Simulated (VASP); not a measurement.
Wanted: the native input for a VASP 6.6.1 run.

```
Task                   : single point
Functional             : PBE
Potentials or basis    : VASP PAW PBE potentials, release 64 (Ta_pv)
Cutoff                 : 520 eV
k mesh                 : 20 × 20 × 20
Occupations            : gaussian, width 0.15 eV
Spin                   : no spin polarisation
Dipole correction      : no
Further INCAR settings : ALGO = Fast; EDIFF = 1e-06; NBANDS = 12
```

The structure of Ta lies in POSCAR:

```
Ta
1.0
   -1.7008184000      1.7008184000      1.6512800000
    1.7008184000     -1.7008184000      1.6512800000
    1.7008184000      1.7008184000     -1.6512800000
Ta
1
Direct
    0.0000000000      0.0000000000      0.0000000000
```

This cell differs from its parent crystal: strain +0.030 along x and y, +0.000 along z.

The input as run:

INCAR

```
PREC = Accurate
ENCUT = 520
EDIFF = 1E-6
ISMEAR = 0
SIGMA = 0.15
LREAL = F
LASPH = T
NELM = 100
ALGO = Fast
ISIF = 2
LWAVE = F
LCHARG = T
GGA = PE
LELF = T
LVHAR = T
NBANDS = 12
```

KPOINTS

```
Automatic mesh
0
Gamma
  20 20 20
```

Potentials or basis: VASP PAW PBE potentials, release 64 (Ta_pv).

The run is started by

```sh
$ cat potpaw_PBE.64/Ta_pv/POTCAR > POTCAR
$ mpirun -np 1 vasp_std > vasp.out
```

It gave:

The pressure is -7.8 GPa. The band gap on the k mesh is zero (an odd number of electrons rules out a gap without spin polarisation).

Caveat: the cell differs from its parent crystal (strain +0.030 along x and y, +0.000 along z); the cell stands under tension; spin-orbit coupling is left out, which moves the levels of the heavy elements.

Wall time 46 s on 1 thread of Intel(R) Xeon(R) 6975P-C (Granite Rapids), with other jobs on the host, peak memory 0.25 GiB.
